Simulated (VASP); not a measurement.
Wanted: the native input for a VASP 6.6.1 run.

- Task: single point
- Functional: PBE
- Potentials or basis: VASP PAW PBE potentials, release 64 (Zn, S)
- Cutoff: 520 eV
- k mesh: 8 × 8 × 2
- Occupations: fermi-dirac, width 0.05 eV
- Spin: no spin polarisation
- Dipole correction: no
- Further INCAR settings: ALGO = Normal; EDIFF = 1e-07; NBANDS = 66

The structure of ZnS (Wurtzite-6H) lies in POSCAR:

```
ZnS
1.0
    3.8120000000      0.0000000000      0.0000000000
   -1.9060000000      3.3012888392      0.0000000000
    0.0000000000      0.0000000000     18.6899900000
Zn S
6 6
Direct
    0.3333333333      0.6666666667      0.8333300000
    0.6666666667      0.3333333333      0.3333300000
    0.6666666667      0.3333333333      0.6666700000
    0.3333333333      0.6666666667      0.1666700000
    0.0000000000      0.0000000000      0.5000000000
    0.0000000000      0.0000000000      0.0000000000
    0.3333333333      0.6666666667      0.9583300000
    0.6666666667      0.3333333333      0.4583300000
    0.6666666667      0.3333333333      0.7916700000
    0.3333333333      0.6666666667      0.2916700000
    0.0000000000      0.0000000000      0.6250000000
    0.0000000000      0.0000000000      0.1250000000
```

The input as run:

INCAR

```
SYSTEM = ZnS
  PREC = Accurate
  ENCUT = 520
  EDIFF = 1E-7
  ISMEAR = -1
  SIGMA = 0.05
  LREAL = .False.
  LASPH = .True.
  NELM = 80
  ALGO = Normal
  ISIF = 2
  LWAVE = .False.
  LCHARG = .False.
  GGA = PE
  NBANDS = 66
```

KPOINTS

```
regular mesh
0
Gamma
  8 8 2
  0 0 0
```

Potentials or basis: VASP PAW PBE potentials, release 64 (Zn, S).

Run with:

```sh
$ cat potpaw_PBE.64/Zn/POTCAR potpaw_PBE.64/S/POTCAR > POTCAR
$ mpirun -np 1 vasp_std > vasp.out
```

Results of the run:

```json
{
 "Pressure": "2.3 GPa",
 "Largest force": "0.030 eV/Å",
 "Band gap on the k mesh": "2.17 eV, direct"
}
```

Run time: 14 min on 1 thread of Intel Xeon 8259CL, on a shared host, peak memory 0.45 GiB.
